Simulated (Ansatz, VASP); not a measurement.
**KF: VASP beside Ansatz**

The input INCAR:

```
SYSTEM = KF
ALGO     = Normal         ! electronic algorithm
EDIFF    = 1E-8           ! SCF threshold, eV
ENCUT    = 520            ! plane-wave cutoff, eV
GGA      = PE             ! functional
ISIF     = 2              ! what is computed and relaxed
ISMEAR   = -1             ! smearing method
LASPH    = .TRUE.         ! aspherical terms in the spheres
LCHARG   = .FALSE.        ! write CHGCAR
LEFG     = .TRUE.       
LREAL    = .FALSE.        ! projectors in reciprocal space
LWAVE    = .FALSE.        ! write WAVECAR
NBANDS   = 15             ! bands
NELM     = 60             ! most SCF steps
PREC     = Accurate       ! precision mode
SIGMA    = 0.01           ! smearing width, eV
```

The input KPOINTS:

```
k-points
0
G
  9 9 9
  0 0 0
```

The input POSCAR:

```
KF
1.0
    0.0000000000      2.6735000000      2.6735000000
    2.6735000000      0.0000000000      2.6735000000
    2.6735000000      2.6735000000      0.0000000000
K F
1 1
Direct
    0.0000000000      0.0000000000      0.0000000000
    0.5000000000      0.5000000000      0.5000000000
```

Input for Ansatz:

```yaml
crystal:
  lattice:
    - [0.0, 2.6735, 2.6735]
    - [2.6735, 0.0, 2.6735]
    - [2.6735, 2.6735, 0.0]
  atoms:
    - { symbol: K, position: [0.0, 0.0, 0.0] }
    - { symbol: F, position: [0.5, 0.5, 0.5] }
kpoints:
  mp_grid: { grid: [9, 9, 9] }
scf:
  occupations: { method: fermi_dirac, width: 0.01 }
hamiltonian:
  xc: pbe
  pseudopotentials: { kind: paw }
output:
  forces: true
  stress: true
  eigenvalues: true
  efg: { contact_densities: true }
  write_density: true
  write_potential: true
  elf: true
  volumetric_format: npy
basis:
  ecutwfc: 500
```

Alike in both runs: task electric field gradients; functional PBE; k mesh 9 × 9 × 9; occupations fermi-dirac, width 0.01 eV; no spin polarisation.

```csv
,VASP,Ansatz
version,VASP 6.6.1,Ansatz 0.2.0
potentials or method,"VASP PAW PBE potentials, release 64 (K_sv, F), cutoff 520 eV","PAW with Ansatz's default frozen-core files, scalar-relativistic"
valence electrons in the cell,16,16
```

```tsv
	VASP	Ansatz	Ansatz less VASP
gap on the k mesh at the Fermi level (eV)	6.16	6.17	+0.016
pressure (GPa)	1.4	1.3	-0.04
```

With one functional, cell and mesh, what is left measures potentials, basis and numerics.
